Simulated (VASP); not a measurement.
# H11C2NO4 in VASP: notebook

H11C2NO4 is run at these levels: PBE+D3(BJ); tasks: single point, molecular dynamics.

Program: VASP 6.6.1. These are calculated values, not measurements. Logs are shortened: lines on timing, memory, paths and dates and some standing lists are left out, and cuts for length are marked.

## Step 1: The cell of the first run

The cell holds a disordered packing, 18 atoms: a = 6.106 Å, b = 6.106 Å, c = 6.106 Å, α = 90.00°, β = 90.00°, γ = 90.00°.

## Step 2: Single point, PBE+D3(BJ)

The input, INCAR:

```
PREC = Accurate
ENCUT = 520
EDIFF = 1E-6
ISMEAR = -1
SIGMA = 0.05
LREAL = Auto
LASPH = True
NELM = 100
ALGO = Normal
ISIF = 2
LWAVE = False
LCHARG = True
GGA = PE
IVDW = 12
LELF = True
LVHAR = True
NBANDS = 39
```

The input, KPOINTS:

```
regular mesh
0
Gamma
  1 1 1
```

The input, POSCAR:

```
H11C2NO4
1.0
    6.1064340000      0.0000000000      0.0000000000
    0.0000000000      6.1064340000      0.0000000000
    0.0000000000      0.0000000000      6.1064340000
O H C N
4 11 2 1
Direct
    0.4326256535      0.3928970656      1.3136963406
    0.8355776874      0.4308242749      0.9242873992
    0.1366918892      0.7323095607      0.1194477825
    0.0561702624      0.1684616586      0.1932715559
    0.3170426471      0.2921017406      1.3032483443
    0.3385445581      0.5299656068      1.2776851432
    0.8353484210      0.5891490844      0.9887603796
    0.7151964633      0.3659091378      0.9898575830
    0.1105227699      0.8881615686      0.1533137016
    0.2526515475      0.7074996635     -0.0018832595
   -0.0620984358      0.1722118015      0.3035159309
   -0.0193893850      0.2403857964      0.0636214196
    0.8771240302      0.8841330308      0.5152270540
    0.9630334169      0.6593373481      0.6495443986
    0.8358560823      0.5924570707      0.3818595272
    0.8405560430      0.7210427559      0.5348129530
    0.6407831477      0.7065170933      0.6865217900
    0.4618734928      0.7456397629      0.7486038496
```

Potentials or basis: VASP PAW PBE potentials, release 64 (O, H, C, N).

Launch:

```console
$ cat potpaw_PBE.64/O/POTCAR potpaw_PBE.64/H/POTCAR potpaw_PBE.64/C/POTCAR potpaw_PBE.64/N/POTCAR > POTCAR
$ mpirun -np 1 vasp_gam > vasp.out
```

OUTCAR:

```text
PREC = Accurate
   ENCUT = 520
   EDIFF = 1E-6
   ISMEAR = -1
   LREAL = Auto
   LASPH = True
   NELM = 100
   ISIF = 2
   GGA = PE
   IVDW = 12
 IVDW          = 12

 ion  position               nearest neighbor table
   1  0.433  0.393  0.314-   5 0.94   6 1.04
   2  0.836  0.431  0.924-   8 0.93   7 1.04
   3  0.137  0.732  0.119-   9 0.99  10 1.04
   4  0.056  0.168  0.193-  11 0.99  12 1.02
   5  0.317  0.292  0.303-   1 0.94
   6  0.339  0.530  0.278-   1 1.04
   7  0.835  0.589  0.989-   2 1.04
   8  0.715  0.366  0.990-   2 0.93
   9  0.111  0.888  0.153-   3 0.99
  10  0.253  0.707  0.998-   3 1.04
  11  0.938  0.172  0.304-   4 0.99
  12  0.981  0.240  0.064-   4 1.02
  13  0.877  0.884  0.515-  16 1.03
  14  0.963  0.659  0.650-  16 1.09
  15  0.836  0.592  0.382-  16 1.22
  16  0.841  0.721  0.535-  13 1.03  14 1.09  15 1.22  17 1.53
  17  0.641  0.707  0.687-  18 1.18  16 1.53
  18  0.462  0.746  0.749-  17 1.18

  LATTYP: Found a simple cubic cell.
 ALAT       =     6.1064340000

  Lattice vectors:

 A1 = (   6.1064340000,   0.0000000000,   0.0000000000)
 A2 = (   0.0000000000,   6.1064340000,   0.0000000000)
 A3 = (   0.0000000000,   0.0000000000,   6.1064340000)

Analysis of symmetry for initial positions (statically):
=====================================================================
 Subroutine PRICEL returns:
 Original cell was already a primitive cell.

 Routine SETGRP: Setting up the symmetry group for a
 simple cubic supercell.

 Subroutine GETGRP returns: Found  1 space group operations
 (whereof  1 operations were pure point group operations)
 out of a pool of 48 trial point group operations.

The static configuration has the point symmetry C_1 .

Analysis of symmetry for dynamics (positions and initial velocities):
=====================================================================
 Subroutine PRICEL returns:
 Original cell was already a primitive cell.

 Routine SETGRP: Setting up the symmetry group for a
 simple cubic supercell.

 Subroutine GETGRP returns: Found  1 space group operations
 (whereof  1 operations were pure point group operations)
 out of a pool of 48 trial point group operations.

The dynamic configuration has the point symmetry C_1 .
[... 106 lines left out ...]
   NELM   =    100;   NELMIN=  2; NELMDL= -5     # of ELM steps
   EDIFF  = 0.1E-05   stopping-criterion for ELM
   LREAL  =      T    real-space projection
   EDIFFG = 0.1E-04   stopping-criterion for IOM
   NSW    =      0    number of steps for IOM
   IBRION =     -1    ionic relax: 0-MD 1-quasi-New 2-CG
   NFREE  =      0    steps in history (QN), initial steepest desc. (CG)
   ISIF   =      2    stress and relaxation
   ISYM   =      2    0-nonsym 1-usesym 2-fastsym
   POTIM  = 0.5000    time-step for ionic-motion
   TEBEG  =    0.0;   TEEND  =   0.0 temperature during run
   PSTRESS=    0.0 pullay stress
   NELECT =      48.0000    total number of electrons
   NUPDOWN=      -1.0000    fix difference up-down
   EMIN   =  10.00;   EMAX   =-10.00  energy-range for DOS
   EFERMI =   0.00;   METHOD = LEGACY
   ISMEAR =    -1;   SIGMA  =   0.05  broadening in eV -4-tet -1-fermi 0-gaus
   EFERMI_NEDOS =   21; number of points for ismear=-14 and -15
   IALGO  =     38    algorithm
   IMIX   =      4    mixing-type and parameters
     AMIX     =   0.40;   BMIX     =  1.00
     AMIX_MAG =   1.60;   BMIX_MAG =  1.00
  volume/ion in A,a.u.               =      12.65        85.37
  Fermi-wavevector in a.u.,A,eV,Ry     =   0.974318  1.841195 12.915961  0.949296
  Thomas-Fermi vector in A             =   2.104769
   LORBIT       =      0    0 simple, 1 ext, 2 COOP (PROOUT), +10 PAW based schemes
   GGA     = PE    functional components
   LHFCALC =     F    Hartree Fock is set to
   AEXX    =    0.0000 exact exchange contribution
   IVDW    =    12    specifies the selected vdW correction
   LEPSILON=     F    determine dielectric tensor
   LRPA    =     F    only Hartree local field effects (RPA)
 non-spin polarized calculation
  energy-cutoff  :      520.00
  volume of cell :      227.70
 maximum number of plane-waves:      3022
 NGX is ok and might be reduce to    48
   NGX = 23   NGY = 23   NGZ = 23

 number of electron      47.9999996 magnetization

 Free energy of the ion-electron system (eV)
  ---------------------------------------------------
  ext. energy  EPLUGINS =         0.00000000
  ---------------------------------------------------
  free energy    TOTEN  =       -93.62540314 eV

  energy without entropy =      -93.62540313  energy(sigma->0) =      -93.62540314

 E-fermi :  -2.4218     XC(G=0):  -6.1914

 val. band max:       -3.6479639731   @ k =   0.0000   0.0000   0.0000
 cond. band min:       0.5410591095   @ k =   0.0000   0.0000   0.0000
 fundamental gap:      4.1890230826
 Fermi energy:        -2.4218303099

 k-point     1 :       0.0000    0.0000    0.0000
  band No.  band energies     occupation
      1     -23.2571      2.00000
      2     -22.6311      2.00000
      3     -21.6167      2.00000
      4     -21.4538      2.00000
      5     -19.7049      2.00000
      6     -15.8890      2.00000
[... 28 lines left out ...]
     35       6.3154      0.00000
     36       6.6864      0.00000
 [bands above 36 left out]

------------------------ aborting loop because EDIFF is reached ----------------------------------------

 Edisp (eV)   -0.61241

 E8    (eV) :    -0.1338

  FORCE on cell =-STRESS in cart. coord.  units (eV):
  Direction    XX          YY          ZZ          XY          YZ          ZX
  --------------------------------------------------------------------------------------
  -------------------------------------------------------------------------------------
  Total      -2.25012     0.30532    -5.01489     4.36519    -4.27548     2.70656
  in kB     -15.83261     2.14833   -35.28656    30.71499   -30.08382    19.04428
  external pressure =      -16.32 kB  Pullay stress =        0.00 kB

 VOLUME and BASIS-vectors are now :
 -----------------------------------------------------------------------------
  energy-cutoff  :      520.00
  volume of cell :      227.70
      direct lattice vectors                 reciprocal lattice vectors
     6.106434000  0.000000000  0.000000000     0.163761698  0.000000000  0.000000000
     0.000000000  6.106434000  0.000000000     0.000000000  0.163761698  0.000000000
     0.000000000  0.000000000  6.106434000     0.000000000  0.000000000  0.163761698

 POSITION                                       TOTAL-FORCE (eV/Angst)
 -----------------------------------------------------------------------------------
      2.64180      2.39920      1.91557         0.392549      3.267582     -0.440060
      5.10240      2.63080      5.64410         2.001266      2.690647     -0.172397
      0.83470      4.47180      0.72940         1.049356     -1.119655     -1.094778
      0.34300      1.02870      1.18020        -1.284029     -0.209579      0.104274
      1.93600      1.78370      1.85177        -1.451004     -1.868857     -0.218183
      2.06730      3.23620      1.69567         1.324841     -1.202631      0.457673
[... 10 lines left out ...]
      3.91290      4.31430      4.19220        -0.940297      1.344259     -2.564634
      2.82040      4.55320      4.57130         1.352496     -0.674338      0.490978
 -----------------------------------------------------------------------------------
    total drift:                                0.007870      0.005090     -0.001627

  FREE ENERGIE OF THE ION-ELECTRON SYSTEM (eV)
  ---------------------------------------------------
  free  energy   TOTEN  =       -94.2378156501 eV

  energy  without entropy=      -94.2378156501  energy(sigma->0) =      -94.23781565
```

OSZICAR:

```text
N       E                     dE             d eps       ncg     rms          rms(c)
DAV:   1     0.401983235117E+03    0.40198E+03   -0.24858E+04    78   0.110E+03
DAV:   2    -0.582806072590E+02   -0.46026E+03   -0.42787E+03   109   0.270E+02
DAV:   3    -0.102471219236E+03   -0.44191E+02   -0.43877E+02   100   0.930E+01
DAV:   4    -0.103180788610E+03   -0.70957E+00   -0.70887E+00   100   0.138E+01
DAV:   5    -0.103190632685E+03   -0.98441E-02   -0.98430E-02   100   0.154E+00    0.182E+01
DAV:   6    -0.944347411160E+02    0.87559E+01   -0.23646E+01    92   0.234E+01    0.799E+00
DAV:   7    -0.938481341634E+02    0.58661E+00   -0.15949E+00   100   0.607E+00    0.481E+00
DAV:   8    -0.936469675529E+02    0.20117E+00   -0.39487E-01    92   0.367E+00    0.174E+00
DAV:   9    -0.936244302490E+02    0.22537E-01   -0.84996E-02   100   0.162E+00    0.464E-01
DAV:  10    -0.936250611710E+02   -0.63092E-03   -0.19845E-02    92   0.853E-01    0.251E-01
DAV:  11    -0.936257166260E+02   -0.65546E-03   -0.47139E-03    92   0.374E-01    0.126E-01
DAV:  12    -0.936255877023E+02    0.12892E-03   -0.77972E-04    92   0.186E-01    0.542E-02
DAV:  13    -0.936254206720E+02    0.16703E-03   -0.21822E-04    85   0.864E-02    0.185E-02
DAV:  14    -0.936254084279E+02    0.12244E-04   -0.24725E-05   100   0.296E-02    0.102E-02
DAV:  15    -0.936254031885E+02    0.52393E-05   -0.85508E-06    92   0.178E-02    0.319E-03
DAV:  16    -0.936254031350E+02    0.53508E-07   -0.12985E-06    84   0.650E-03
   1 F= -.94237816E+02 E0= -.94237816E+02  d E =-.571318E-10
```

Wall time 36 s (1 thread of Intel Xeon 8259CL, shared host); peak memory 0.32 GiB.

What came out:

```
Free energy                : -94.2378 eV
Pressure                   : -1.6 GPa
Largest force              : 5.259 eV/Å
Dispersion energy per atom : -0.034 eV
```

Forces in eV/Å, atoms in the order of the input:
```
O    0.393  3.268 -0.440
O    2.001  2.691 -0.172
O    1.049 -1.120 -1.095
O   -1.284 -0.210  0.104
H   -1.451 -1.869 -0.218
H    1.325 -1.203  0.458
H    0.610 -2.262 -0.598
H   -2.812 -1.025  1.110
H    0.584  0.150 -0.508
H   -1.367  1.093  1.173
H    0.531  0.006 -0.283
H    0.757  0.165  0.556
H    0.310  2.365 -1.050
H    0.841 -0.185 -0.441
H   -0.198  2.259  2.139
C   -1.700 -4.793  1.340
C   -0.940  1.344 -2.565
N    1.352 -0.674  0.491
```

Caveat: the k points lie up to 1.03 Å⁻¹ apart; the atoms stand as in a frame of molecular dynamics.

(Part 1 of 2 ends here.)
